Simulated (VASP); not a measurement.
A run of VASP 6.6.1 is set up as follows.

Contents of INCAR:

```
SYSTEM = BN
  ALGO = Normal
  EDIFF = 1E-6
  ENCUT = 520
  GGA = PE
  GGA_COMPAT = .False.
  ISIF = 2
  ISMEAR = 1
  LASPH = .True.
  LCHARG = .False.
  LREAL = .False.
  LWAVE = .False.
  NBANDS = 16
  NELM = 120
  NELMDL = -8
  PREC = Accurate
  SIGMA = 0.05
```

Contents of KPOINTS:

```
k-points
0
Gamma
  6 6 3
  0 0 0
```

File POSCAR:

```
BN
1.0
    2.5360000000      0.0000000000      0.0000000000
   -1.2680000000      2.1962400000      0.0000000000
    0.0000000000      0.0000000000      7.1990000000
B N
2 2
Direct
    0.6666666667      0.3333333333      0.0000000000
    0.3333333333      0.6666666667      0.2916377275
    0.6666666667      0.3333333333      0.2187282956
    0.3333333333      0.6666666667      0.5103660231
```

Potentials or basis: VASP PAW PBE potentials, release 64 (B, N).

Launch:

```bash
$ cat potpaw_PBE.64/B/POTCAR potpaw_PBE.64/N/POTCAR > POTCAR
$ mpirun -np 1 vasp_std > vasp.out
```

Estimate the band gap on the k mesh.

zero (band 8 reaches 4.59 eV, above the bottom of band 9 at 2.44 eV).

Predict the largest force.

1.914 eV/Å.

Forces on the atoms (eV/Å):
```
B    0.000  0.000  1.302
B    0.000  0.000  1.162
N    0.000  0.000 -1.914
N    0.000  0.000 -0.550
```

Caveat: the k points lie up to 0.48 Å⁻¹ apart.
